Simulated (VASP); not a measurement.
Wanted: the native input for a VASP 6.6.1 run.

| Property | Result |
| --- | --- |
| Task | single point |
| Functional | r2SCAN |
| Potentials or basis | VASP PAW PBE potentials, release 64 (Mo_sv) |
| Cutoff | 520 eV |
| k mesh | 24 × 24 × 24 |
| Occupations | gaussian, width 0.15 eV |
| Spin | no spin polarisation |
| Dipole correction | no |
| Further INCAR settings | ALGO = Normal; EDIFF = 1e-06; NBANDS = 13 |

The system is Mo.

```
CELL_PARAMETERS angstrom
-1.57100 1.57100 1.57100
1.57100 -1.57100 1.57100
1.57100 1.57100 -1.57100
ATOMIC_POSITIONS crystal
Mo 0.00000 0.00000 0.00000
```

One way to write it, as run:

POSCAR

```
Mo
1.0
   -1.5710000000      1.5710000000      1.5710000000
    1.5710000000     -1.5710000000      1.5710000000
    1.5710000000      1.5710000000     -1.5710000000
Mo
1
Direct
    0.0000000000      0.0000000000      0.0000000000
```

INCAR.step1

```
PREC = Accurate ; ENCUT = 520
ISMEAR = 0 ; SIGMA = 0.15
LREAL = F ; LASPH = T
NELM = 60 ; NBANDS = 13
GGA = PE ; ALGO = Normal
EDIFF = 1E-4 ; LWAVE = T
LCHARG = F
```

INCAR.step2

```
PREC = Accurate ; ENCUT = 520
EDIFF = 1E-6 ; ISMEAR = 0
SIGMA = 0.15 ; LREAL = F
LASPH = T ; NELM = 60
ALGO = Normal ; ISIF = 2
LWAVE = F ; LCHARG = F
METAGGA = R2SCAN ; LMIXTAU = T
NBANDS = 13 ; ISTART = 1
```

KPOINTS

```
Automatic mesh
0
Gamma
  24 24 24
```

Potentials or basis: VASP PAW PBE potentials, release 64 (Mo_sv).

Launch:

```bash
$ cat potpaw_PBE.64/Mo_sv/POTCAR > POTCAR
$ cp INCAR.step1 INCAR
$ mpirun -np 1 vasp_std > vasp.out
$ cp INCAR.step2 INCAR
$ mpirun -np 1 vasp_std > vasp.out
```

Results of the run:

| Item | Value |
| --- | --- |
| Pressure | 3.5 GPa |
| Band gap on the k mesh | zero (bands 7 and 8 overlap by 5.63 eV) |

Caveat: the cell stands under pressure; the PAW data sets were made with another functional, which shifts forces and pressure a little.

Run time: 3.3 min on 1 thread of AMD EPYC 7R13 Processor (Zen 3) (shared host), peak memory 0.16 GiB.
